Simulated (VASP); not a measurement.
Set up this calculation in VASP 6.6.1, as the native input.

```yaml
Task: single point
Functional: PBE
Potentials_or_basis: VASP PAW PBE potentials, release 64 (Mo_sv)
Cutoff: 520 eV
k_mesh: 12 × 12 × 12
Occupations: gaussian, width 0.024 eV
Spin: no spin polarisation
Dipole_correction: no
Further_INCAR_settings: ALGO = Fast; EDIFF = 1e-07; NBANDS = 13
```

The structure of Mo lies in POSCAR:

```
Mo
1.0
   -1.5838089719      1.5838089719      1.5838089719
    1.5838089719     -1.5838089719      1.5838089719
    1.5838089719      1.5838089719     -1.5838089719
Mo
1
Direct
    0.0000000000      0.0000000000      0.0000000000
```

One way to write it, as run:

INCAR

```
SYSTEM = Mo
ALGO     = Fast           ! electronic algorithm
EDIFF    = 1E-7           ! SCF threshold, eV
ENCUT    = 520            ! plane-wave cutoff, eV
GGA      = PE             ! functional
ISIF     = 2              ! what is computed and relaxed
ISMEAR   = 0              ! smearing method
LASPH    = .TRUE.         ! aspherical terms in the spheres
LCHARG   = .FALSE.        ! write CHGCAR
LREAL    = .FALSE.        ! projectors in reciprocal space
LWAVE    = .FALSE.        ! write WAVECAR
NBANDS   = 13             ! bands
NELM     = 80             ! most SCF steps
PREC     = Accurate       ! precision mode
SIGMA    = 0.024          ! smearing width, eV
```

KPOINTS

```
k-points
0
G
  12 12 12
  0 0 0
```

Potentials or basis: VASP PAW PBE potentials, release 64 (Mo_sv).

Run with:

```sh
$ cat potpaw_PBE.64/Mo_sv/POTCAR > POTCAR
$ mpirun -np 1 vasp_std > vasp.out
```

Results of the run:

* Pressure: -1.4 GPa
* Band gap on the k mesh: zero (band 7 reaches 16.22 eV, above the bottom of band 8 at 11.00 eV)

It took 20 s on 1 thread of Intel(R) Xeon(R) Platinum 8259CL CPU @ 2.50GHz (Skylake/Cascade Lake), on a shared host, peak memory 0.13 GiB.
